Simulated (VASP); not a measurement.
Write the native input for VASP 6.6.1 that does the following.

* Task: density of states
* Functional: LDA
* Potentials or basis: VASP PAW LDA potentials, release 64 (Sb)
* Cutoff: 520 eV
* k mesh: 14 × 14 × 8
* Occupations: fermi-dirac, width 0.05 eV
* Spin: no spin polarisation
* Dipole correction: no
* k mesh for the DOS: 21 × 21 × 12
* Occupations for the DOS: tetrahedron
* Further INCAR settings: ALGO = Normal; EDIFF = 1e-06; NBANDS = 12

Crystal: Sb.

```
Sb
1.0
     3.30459    0.00000    0.00000
    -1.65229    2.86186    0.00000
     0.00000    0.00000    5.42982
Sb
2
Cartesian
  0.0000 1.9079 1.3575
  1.6523 0.9540 4.0724
```

The input as run:

POSCAR

```
Sb
1.0
    3.3045895964      0.0000000000      0.0000000000
   -1.6522947982      2.8618585396      0.0000000000
    0.0000000000      0.0000000000      5.4298225845
Sb
2
Direct
    0.3333333333      0.6666666667      0.2500000000
    0.6666666667      0.3333333333      0.7500000000
```

INCAR.step1

```
PREC     = Accurate       # precision mode
ENCUT    = 520            # plane-wave cutoff, eV
EDIFF    = 1E-6           # SCF threshold, eV
ISMEAR   = -1             # smearing method
SIGMA    = 0.05           # smearing width, eV
LREAL    = F              # projectors in reciprocal space
LASPH    = T              # aspherical terms in the spheres
NELM     = 60             # most SCF steps
ALGO     = Normal         # electronic algorithm
ISIF     = 2              # what is computed and relaxed
LWAVE    = F              # write WAVECAR
LCHARG   = T              # write CHGCAR
GGA      = CA             # functional
NBANDS   = 12             # bands
```

KPOINTS.step1

```
Automatic mesh
0
Gamma
  14 14 8
```

INCAR.step2

```
PREC     = Accurate       # precision mode
ENCUT    = 520            # plane-wave cutoff, eV
EDIFF    = 1E-6           # SCF threshold, eV
ISMEAR   = -5             # smearing method
SIGMA    = 0.05           # smearing width, eV
LREAL    = F              # projectors in reciprocal space
LASPH    = T              # aspherical terms in the spheres
NELM     = 60             # most SCF steps
ALGO     = Normal         # electronic algorithm
ISIF     = 2              # what is computed and relaxed
LWAVE    = F              # write WAVECAR
LCHARG   = F              # write CHGCAR
GGA      = CA             # functional
LORBIT   = 11             # projections on sites
NBANDS   = 12             # bands
NEDOS    = 2001           # points of the DOS
ICHARG   = 11             # starting density
```

KPOINTS.step2

```
Automatic mesh
0
Gamma
  21 21 12
```

Potentials or basis: VASP PAW LDA potentials, release 64 (Sb).

Command:

```console
$ cat potpaw_LDA.64/Sb/POTCAR > POTCAR
$ cp INCAR.step1 INCAR
$ cp KPOINTS.step1 KPOINTS
$ mpirun -np 1 vasp_std > vasp.out
$ cp INCAR.step2 INCAR
$ cp KPOINTS.step2 KPOINTS
$ mpirun -np 1 vasp_std > vasp.out
```

Results of the run:

| Property | Result |
| --- | --- |
| Valence electrons inside the program's atomic spheres | Sb 2.38 |

Caveat: spin-orbit coupling is left out, which moves the levels of the heavy elements.

Wall time 4.1 min on 1 thread of AMD EPYC 7R13, on a shared host, peak memory 0.27 GiB.
